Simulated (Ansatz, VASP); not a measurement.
**CuO: VASP beside Ansatz**

The input INCAR:

```
SYSTEM = CuO
  PREC = Accurate
  ENCUT = 520
  EDIFF = 1E-6
  ISMEAR = -1
  SIGMA = 0.05
  LREAL = .False.
  LASPH = .True.
  NELM = 100
  ALGO = Normal
  ISIF = 2
  LWAVE = .False.
  LCHARG = .True.
  GGA = RP
  IVDW = 13
  LELF = .True.
  LVHAR = .True.
  NBANDS = 25
```

The input KPOINTS:

```
regular mesh
0
Gamma
  10 10 5
  0 0 0
```

POSCAR

```
CuO
1.0
    2.2940437287     -1.6763657078      0.0000000000
    2.2940437287      1.6763657078      0.0000000000
   -0.8326750593      0.0000000000      4.9546185987
Cu O
2 2
Direct
    0.5000000000      0.0000000000      0.5000000000
    0.0000000000      0.5000000000      0.0000000000
    0.4184000000      0.5816000000      0.7500000000
    0.5816000000      0.4184000000      0.2500000000
```

The input input.yaml:

```yaml
crystal:
  lattice:
    - [2.2940437287, -1.6763657078, 0.0]
    - [2.2940437287, 1.6763657078, 0.0]
    - [-0.8326750593, 0.0, 4.9546185987]
  atoms:
    - { symbol: Cu, position: [0.5, 0.0, 0.5] }
    - { symbol: Cu, position: [0.0, 0.5, 0.0] }
    - { symbol: O, position: [0.4184, 0.5816, 0.75] }
    - { symbol: O, position: [0.5816, 0.4184, 0.25] }
hamiltonian:
  xc: rpbe
  pseudopotentials: { kind: paw }
  dispersion: d4
kpoints:
  mp_grid: { grid: [10, 10, 5] }
scf:
  occupations: { method: fermi_dirac, width: 0.05 }
output:
  forces: true
  stress: true
  eigenvalues: true
```

Alike in both runs: task single point; functional RPBE; dispersion D4; k mesh 10 × 10 × 5; occupations fermi-dirac, width 0.05 eV; no spin polarisation.

|  | VASP | Ansatz |
| --- | --- | --- |
| version | VASP 6.6.1 | Ansatz 0.2.0 |
| potentials or method | VASP PAW PBE potentials, release 64 (Cu, O) | Ansatz PAW |
| plane-wave cutoff (eV) | 520 | 420 |
| valence electrons in the cell | 34 | 50 |

VASP gave:

| Item | Value |
| --- | --- |
| gap on the k mesh at the Fermi level (eV) | none |
| pressure (GPa) | 15.4 |
| traceless stress, the component that is largest in VASP (GPa) | -3.60 |
| rms of the force components (eV/Å) | 0.030 |

What did Ansatz give for the same quantities?

gap on the k mesh at the Fermi level (eV): none; pressure (GPa): 14.5; traceless stress, the component that is largest in VASP (GPa): -3.47; rms of the force components (eV/Å): 0.010.

VASP's potentials were made for PBE, not for RPBE. Atom by atom the forces differ by 0.020 eV/Å (rms over components). A gap of «none» marks a metal or a gap that the smearing closes. VASP's potentials hold 34 valence electrons a cell and Ansatz's 50, so a difference there can come from the potentials and not from the codes.
